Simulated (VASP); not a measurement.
A run of VASP 6.6.1 is set up as follows.

Contents of INCAR:

```
SYSTEM = Sb
PREC     = Accurate       ! precision mode
ENCUT    = 520            ! plane-wave cutoff, eV
EDIFF    = 1E-6           ! SCF threshold, eV
ISMEAR   = -1             ! smearing method
SIGMA    = 0.05           ! smearing width, eV
LREAL    = .FALSE.        ! projectors in reciprocal space
LASPH    = .TRUE.         ! aspherical terms in the spheres
NELM     = 100            ! most SCF steps
ALGO     = Normal         ! electronic algorithm
ISIF     = 2              ! what is computed and relaxed
LWAVE    = .FALSE.        ! write WAVECAR
LCHARG   = .FALSE.        ! write CHGCAR
GGA      = PS             ! functional
NBANDS   = 8              ! bands
```

The input KPOINTS:

```
Automatic mesh
0
G
  7 7 7
  0 0 0
```

The input POSCAR:

```
Sb
1.0
    3.1064303291      0.0000000000      0.0000000000
    0.0000000000      3.1064303291      0.0000000000
    0.0000000000      0.0000000000      3.1064303291
Sb
1
Direct
    0.0000000000      0.0000000000      0.0000000000
```

Potentials or basis: VASP PAW PBE potentials, release 64 (Sb).

Run with:

```sh
$ cat potpaw_PBE.64/Sb/POTCAR > POTCAR
$ mpirun -np 1 vasp_std > vasp.out
```

Problem. What does it give for the pressure?

Solution. -2.4 GPa.

Caveat: the PAW data sets were made with another functional, which shifts forces and pressure a little.
